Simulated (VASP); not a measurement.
A run of VASP 6.6.1 is set up as follows.

File INCAR:

```
PREC = Accurate ; ENCUT = 700
EDIFF = 1E-6 ; ISMEAR = -1
SIGMA = 0.05 ; LREAL = F
LASPH = T ; NELM = 200
ALGO = Normal ; ISIF = 2
LWAVE = F ; LCHARG = T
ISPIN = 2 ; MAGMOM = 4.5 4.5 0 0 0 0
LORBIT = 11 ; LMAXMIX = 4
GGA = PS ; LELF = T
LVHAR = T ; NBANDS = 39
GGA_COMPAT = F
```

Contents of KPOINTS:

```
Automatic mesh
0
Gamma
  6 6 9
```

File POSCAR:

```
CrO2
1.0
    4.4210000000      0.0000000000      0.0000000000
    0.0000000000      4.4210000000      0.0000000000
    0.0000000000      0.0000000000      2.9170000000
Cr O
2 4
Direct
    0.5000000000      0.5000000000      0.5000000000
    0.0000000000      0.0000000000      0.0000000000
    0.8010000000      0.1990000000      0.5000000000
    0.6990000000      0.6990000000      0.0000000000
    0.1990000000      0.8010000000      0.5000000000
    0.3010000000      0.3010000000      0.0000000000
```

Potentials or basis: VASP PAW PBE potentials, release 64 (Cr_sv, O).

Command:

```bash
$ cat potpaw_PBE.64/Cr_sv/POTCAR potpaw_PBE.64/O/POTCAR > POTCAR
$ mpirun -np 1 vasp_std > vasp.out
```

Task: Predict the net moment.

Result: 4.00 μB per cell.

Task: Estimate the site moments.

Result: Cr +1.93; O -0.07 μB.

Stress tensor (GPa, compression positive):
```
-6.35  0.00  0.00
 0.00 -6.35  0.00
 0.00  0.00 -8.73
```

Caveat: the cell stands under tension; the PAW data sets were made with another functional, which shifts forces and pressure a little.
